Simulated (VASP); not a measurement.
Wanted: the native input for a VASP 6.6.1 run.

- Task: single point
- Functional: RPBE
- Potentials or basis: VASP PAW PBE potentials, release 64 (Pt)
- Cutoff: 520 eV
- k mesh: 12 × 12 × 12
- Occupations: fermi-dirac, width 0.05 eV
- Spin: no spin polarisation
- Dipole correction: no
- Further INCAR settings: ALGO = Fast; EDIFF = 1e-07; NBANDS = 11

The structure of Pt lies in POSCAR:

```
Pt
1.0
    0.0000000000      1.9968183849      1.9968183849
    1.9968183849      0.0000000000      1.9968183849
    1.9968183849      1.9968183849      0.0000000000
Pt
1
Direct
    0.0000000000      0.0000000000      0.0000000000
```

These files were run (other wordings do the same):

INCAR

```
SYSTEM = Pt
ALGO = Fast
EDIFF = 1E-7
ENCUT = 520
GGA = RP
ISIF = 2
ISMEAR = -1
LASPH = .TRUE.
LCHARG = .FALSE.
LREAL = .FALSE.
LWAVE = .FALSE.
NBANDS = 11
NELM = 100
PREC = Accurate
SIGMA = 0.05
```

KPOINTS

```
k-points
0
G
  12 12 12
  0 0 0
```

Potentials or basis: VASP PAW PBE potentials, release 64 (Pt).

Run with:

```sh
$ cat potpaw_PBE.64/Pt/POTCAR > POTCAR
$ mpirun -np 1 vasp_std > vasp.out
```

It gave:

```yaml
Pressure: -0.5 GPa
Band_gap_on_the_k_mesh: zero (band 5 reaches 10.78 eV, above the bottom of band 6 at 8.75 eV)
```

Caveat: the PAW data sets were made with another functional, which shifts forces and pressure a little; spin-orbit coupling is left out, which moves the levels of the heavy elements.

It took 6.2 s on 1 thread of Intel(R) Xeon(R) 6975P-C (Granite Rapids), on a shared host, peak memory 0.15 GiB.
